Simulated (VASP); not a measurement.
Runs of VASP 6.6.1 on Zn. The structure is that of space group P6/mmm (No. 191), or close to it. The cells are those of the table. This isn't the form of Zn at room conditions, which is hcp.

```csv
cell,gap on the mesh (eV),pressure (GPa)
"a = 4.958, b = 4.958, c = 2.789 Å, angles 90.0, 90.0, 120.0°, 3 atoms",none,-2.5
"a = 4.837, b = 4.837, c = 2.721 Å, angles 90.0, 90.0, 120.0°, 3 atoms",none,-1.0
"a = 4.710, b = 4.710, c = 2.649 Å, angles 90.0, 90.0, 120.0°, 3 atoms",none,(a)
"a = 4.575, b = 4.575, c = 2.573 Å, angles 90.0, 90.0, 120.0°, 3 atoms",none,7.0
```

Alike in all rows: task single point; level BLYP; potentials or basis VASP PAW PBE potentials, release 64 (Zn); no spin polarisation; k mesh 9 × 9 × 13; cutoff (eV) 520; smearing fermi-dirac 0.1 eV.

Problem. Fill in the values left out.

Solution. (a) 1.9.

Caveats: the PAW data sets were made with another functional, which shifts forces and pressure a little; the cell stands under pressure (at least some runs).

A gap of «none» marks levels without a gap at the run's occupations.
